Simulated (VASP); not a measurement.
A run of VASP 6.6.1:

Contents of INCAR:

```
SYSTEM = FeSi16
PREC = Accurate ; ENCUT = 520
EDIFF = 1E-6 ; ISMEAR = 0
SIGMA = 0.02 ; LREAL = Auto
LASPH = .True. ; NELM = 150
ALGO = Normal ; ISIF = 2
LWAVE = .False. ; LCHARG = .False.
ISPIN = 2 ; MAGMOM = 0 0 0 0 0 0 0 0 0 0 0 0 0 0 0 0 2.37
LORBIT = 11 ; LMAXMIX = 4
GGA = PE ; NELECT = 71.0
NBANDS = 54
```

The input KPOINTS:

```
regular mesh
0
Gamma
  2 2 2
  0 0 0
```

Contents of POSCAR:

```
FeSi16
1.0
    0.0000000000      5.4700937548     -5.4700937548
    5.4700937548      5.4700937548      0.0000000000
    5.4700937548      0.0000000000     -5.4700937548
Si Fe
16 1
Direct
    0.1239507091      0.1416785589      0.1184294144
    0.1260907090      0.6171457294      0.1166632655
    0.5936486001      0.1406825065      0.1272397753
    0.6246204641      0.6351217467      0.1071596807
    0.1180602251      0.1099066171      0.6601829259
    0.1283606884      0.6286206698      0.6130337340
    0.6291606971      0.1267453596      0.6210261016
    0.6312407346      0.6214964775      0.6202579247
    0.2508444209      0.7545767376      0.2409831639
    0.2231704893      0.2468289504      0.2847145899
    0.7403958107      0.7514687470      0.2489097191
    0.7385105596      0.2608827314      0.2495885923
    0.2586829520      0.7381743679      0.7459362093
    0.2566255832      0.2559210249      0.7479041829
    0.7558920716      0.7543169615      0.7351527561
    0.7426188073      0.2491301906      0.7577265922
   -0.0608761047     -0.0325025508      0.1265460943
```

Potentials or basis: VASP PAW PBE potentials, release 64 (Si, Fe).

Run with:

```console
$ cat potpaw_PBE.64/Si/POTCAR potpaw_PBE.64/Fe/POTCAR > POTCAR
$ mpirun -np 1 vasp_std > vasp.out
```

Hardware: 1 thread of Oxide Virtual Turin-like Processor, on a shared host.

**Question.** Estimate the wall time of this run.

**Answer.** Run time: 22 min on 1 thread of Oxide Virtual Turin-like Processor (shared host), peak memory 0.68 GiB. Counts: scf iterations 21, k points 8.
